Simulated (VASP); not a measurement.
Input of a VASP 6.6.1 run:

INCAR

```
  ALGO = Normal
  EDIFF = 1E-7
  ENCUT = 520
  GGA = PS
  ISIF = 2
  ISMEAR = 0
  LASPH = T
  LCHARG = T
  LELF = T
  LREAL = F
  LVHAR = T
  LWAVE = F
  NBANDS = 12
  NELM = 60
  PREC = Accurate
  SIGMA = 0.15
```

KPOINTS

```
k-points
0
Gamma
  18 18 10
```

Contents of POSCAR:

```
Sb
1.0
    3.3690001795      0.0000000000      0.0000000000
   -1.6845000898      2.9176397408      0.0000000000
    0.0000000000      0.0000000000      5.3300000000
Sb
2
Direct
    0.3333333333      0.6666666667      0.2500000000
    0.6666666667      0.3333333333      0.7500000000
```

Potentials or basis: VASP PAW PBE potentials, release 64 (Sb).

Command:

```sh
$ cat potpaw_PBE.64/Sb/POTCAR > POTCAR
$ mpirun -np 1 vasp_std > vasp.out
```

What does it give for the pressure?

-0.1 GPa.

Predict the band gap on the k mesh.

zero (band 5 reaches 12.98 eV, above the bottom of band 6 at 5.41 eV).

Stress tensor (GPa, compression positive):
```
-0.63  0.00  0.00
 0.00 -0.63  0.00
 0.00  0.00  0.98
```

Caveat: the PAW data sets were made with another functional, which shifts forces and pressure a little; spin-orbit coupling is left out, which moves the levels of the heavy elements.
